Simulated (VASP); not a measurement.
Write the native input for VASP 6.6.1 that does the following.

| Item | Value |
| --- | --- |
| Task | single point |
| Functional | PBE |
| Potentials or basis | VASP PAW PBE potentials, release 64 (Ta_pv, Ge_d) |
| Cutoff | 520 eV |
| k mesh | 6 × 6 × 6 |
| Occupations | gaussian, width 0.1 eV |
| Spin | no spin polarisation |
| Dipole correction | no |
| Further INCAR settings | ALGO = Fast; EDIFF = 1e-07; NBANDS = 99 |

The structure of Ta4Ge3 lies in POSCAR:

```
Ta4Ge3
1.0
   -3.9244075828      3.9244075828      3.9244075828
    3.9244075828     -3.9244075828      3.9244075828
    3.9244075828      3.9244075828     -3.9244075828
Ta Ge
8 6
Direct
    0.8405289578      0.5000000000      0.0000000000
    0.5000000000      0.0000000000      0.3405289578
    0.5000000000      0.0000000000      0.8405289578
    0.0000000000      0.3405289578      0.5000000000
    0.6594710422      0.6594710422      0.6594710422
    0.0000000000      0.8405289578      0.5000000000
    0.3405289578      0.5000000000      0.0000000000
    0.1594710422      0.1594710422      0.1594710422
    0.1250000000      0.7500000000      0.8750000000
    0.8750000000      0.1250000000      0.7500000000
    0.7500000000      0.8750000000      0.1250000000
    0.2500000000      0.6250000000      0.3750000000
    0.6250000000      0.3750000000      0.2500000000
    0.3750000000      0.2500000000      0.6250000000
```

The input as run:

INCAR

```
PREC = Accurate
ENCUT = 520
EDIFF = 1E-7
ISMEAR = 0
SIGMA = 0.1
LREAL = False
LASPH = True
NELM = 80
ALGO = Fast
ISIF = 2
LWAVE = False
LCHARG = False
GGA = PE
NBANDS = 99
```

KPOINTS

```
Automatic mesh
0
Gamma
  6 6 6
```

Potentials or basis: VASP PAW PBE potentials, release 64 (Ta_pv, Ge_d).

Run with:

```console
$ cat potpaw_PBE.64/Ta_pv/POTCAR potpaw_PBE.64/Ge_d/POTCAR > POTCAR
$ mpirun -np 1 vasp_std > vasp.out
```

Results of the run:

The pressure is 0.2 GPa. The largest force is 0.005 eV/Å. The band gap on the k mesh is zero (bands 86 and 87 overlap by 1.01 eV).

Caveat: spin-orbit coupling is left out, which moves the levels of the heavy elements.

It took 21 min on 1 thread of AMD EPYC 9R45 96-Core Processor (Zen 5) (shared host), peak memory 0.53 GiB.
